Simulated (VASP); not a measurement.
Wanted: the native input for a VASP 6.6.1 run.

```
Task                   : single point
Functional             : PBE
Dispersion             : D3(BJ)
Potentials or basis    : VASP PAW PBE potentials, release 64 (C)
Cutoff                 : 520 eV
k mesh                 : 16 × 16 × 16
Occupations            : gaussian, width 0.03 eV
Spin                   : no spin polarisation
Dipole correction      : no
Further INCAR settings : ALGO = Normal; EDIFF = 1e-06; NBANDS = 11
```

The structure of C lies in POSCAR:

```
C
1.0
    0.0000000000      2.0905313474      3.3285103516
    1.2076129663      0.0000000000      3.3285103516
    1.2076129663      2.0905313474      0.0000000000
C
2
Direct
    0.1579107009      0.8420892991      0.1579107009
    0.8420892991      0.1579107009      0.8420892991
```

One way to write it, as run:

INCAR

```
SYSTEM = C
ALGO = Normal
EDIFF = 1E-6
ENCUT = 520
GGA = PE
ISIF = 2
ISMEAR = 0
IVDW = 12
LASPH = .TRUE.
LCHARG = .FALSE.
LREAL = .FALSE.
LWAVE = .FALSE.
NBANDS = 11
NELM = 80
PREC = Accurate
SIGMA = 0.03
```

KPOINTS

```
k-points
0
G
  16 16 16
  0 0 0
```

Potentials or basis: VASP PAW PBE potentials, release 64 (C).

Run with:

```sh
$ cat potpaw_PBE.64/C/POTCAR > POTCAR
$ mpirun -np 1 vasp_std > vasp.out
```

Results of the run:

```
Pressure                   : 23.9 GPa
Largest force              : 5.030 eV/Å
Band gap on the k mesh     : zero (band 4 reaches 5.40 eV, above the bottom of band 5 at 5.18 eV)
Dispersion energy per atom : -0.157 eV
```

Caveat: pairwise dispersion overbinds metals, which lowers pressure and volume; forces of over 1 eV/Å act on the atoms, so gaps and moduli don't describe the material at rest.

It took 54 s on 1 thread of Intel(R) Xeon(R) 6975P-C (Granite Rapids), with other jobs on the host, peak memory 0.22 GiB.
